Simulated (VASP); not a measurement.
A run of VASP 6.6.1 is set up as follows.

Contents of INCAR:

```
SYSTEM = MgS
PREC     = Accurate       ! precision mode
ENCUT    = 520            ! plane-wave cutoff, eV
EDIFF    = 1E-6           ! SCF threshold, eV
ISMEAR   = 0              ! smearing method
SIGMA    = 0.05           ! smearing width, eV
LREAL    = .False.        ! projectors in reciprocal space
LASPH    = .True.         ! aspherical terms in the spheres
NELM     = 80             ! most SCF steps
ALGO     = Normal         ! electronic algorithm
ISIF     = 2              ! what is computed and relaxed
LWAVE    = .False.        ! write WAVECAR
LCHARG   = .False.        ! write CHGCAR
GGA      = PE             ! functional
NBANDS   = 11             ! bands
```

Contents of KPOINTS:

```
Automatic mesh
0
Gamma
  8 8 8
  0 0 0
```

Contents of POSCAR:

```
MgS
1.0
   -1.0926245332      2.1852490663      2.1852490663
    2.1852490663     -1.0926245332      2.1852490663
    2.1852490663      2.1852490663     -1.0926245332
Mg S
1 1
Direct
    0.0000000000      0.0000000000      0.0000000000
    0.5000000000      0.5000000000      0.5000000000
```

Potentials or basis: VASP PAW PBE potentials, release 64 (Mg, S).

Command:

```sh
$ cat potpaw_PBE.64/Mg/POTCAR potpaw_PBE.64/S/POTCAR > POTCAR
$ mpirun -np 1 vasp_std > vasp.out
```

(1) Estimate the pressure.

(2) Predict the band gap on the k mesh.

Answers

(1) -0.6 GPa.

(2) zero (band 4 reaches 5.33 eV, above the bottom of band 5 at 5.11 eV).
